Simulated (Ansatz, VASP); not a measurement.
## Ir in VASP and in Ansatz

INCAR

```
SYSTEM = Ir
PREC = Accurate ; ENCUT = 520
EDIFF = 1E-6 ; ISMEAR = -1
SIGMA = 0.05 ; LREAL = .False.
LASPH = .True. ; NELM = 60
ALGO = Normal ; ISIF = 2
LWAVE = .False. ; LCHARG = .True.
GGA = PS ; LELF = .True.
LVHAR = .True. ; NBANDS = 10
```

The input KPOINTS:

```
regular mesh
0
Gamma
  18 18 18
  0 0 0
```

Contents of POSCAR:

```
Ir
1.0
   -0.0383940000      1.9005030000      1.9005030000
    1.9005030000     -0.0383940000      1.9005030000
    1.9005030000      1.9005030000     -0.0383940000
Ir
1
Direct
    0.0000000000      0.0000000000      0.0000000000
```

Input for Ansatz:

```yaml
crystal:
  lattice:
    - [-0.038394, 1.900503, 1.900503]
    - [1.900503, -0.038394, 1.900503]
    - [1.900503, 1.900503, -0.038394]
  atoms:
    - { symbol: Ir, position: [0.0, 0.0, 0.0] }
kpoints:
  mp_grid: { grid: [18, 18, 18] }
  band_path:
    path:
      - [0.0, 0.0, 0.0]
      - [0.5, 0.5, 0.5]
      - [0.2551801333, 0.5, 0.7448198667]
      - [-0.2551801333, 0.2551801333, 0.5]
      - [0.0, 0.0, 0.5]
      - [0.0, 0.0, 0.0]
      - [-0.3775900666, 0.0, 0.3775900666]
      - [0.0, 0.3775900666, 0.6224099334]
      - [0.0, 0.5, 0.5]
    npoints: 5
scf:
  occupations: { method: fermi_dirac, width: 0.05 }
hamiltonian:
  xc: pbesol
  pseudopotentials: { kind: all_electron, lapw: { basis_error: 0.0005 } }
output:
  forces: true
  stress: true
  eigenvalues: true
```

Change from the starting cell: equal xy, yz and zx shear strains of -2 %.

Alike in both runs: task single point; functional PBEsol; k mesh 18 × 18 × 18; occupations fermi-dirac, width 0.05 eV; no spin polarisation.

|  | VASP | Ansatz |
| --- | --- | --- |
| version | VASP 6.6.1 | Ansatz 0.2.0 |
| potentials or method | VASP PAW PBE potentials, release 64 (Ir), cutoff 520 eV | all-electron LAPW, scalar-relativistic |

```tsv
	VASP	Ansatz	Ansatz less VASP
pressure (GPa)	-1.2	-2.1	-0.99
traceless stress, the component that is largest in VASP (GPa)	5.42	5.41	-0.017
```

VASP's potentials were made for PBE, not for PBEsol. Ansatz ran all-electron here, and VASP with PAW potentials.

Neither program's run includes spin-orbit coupling.
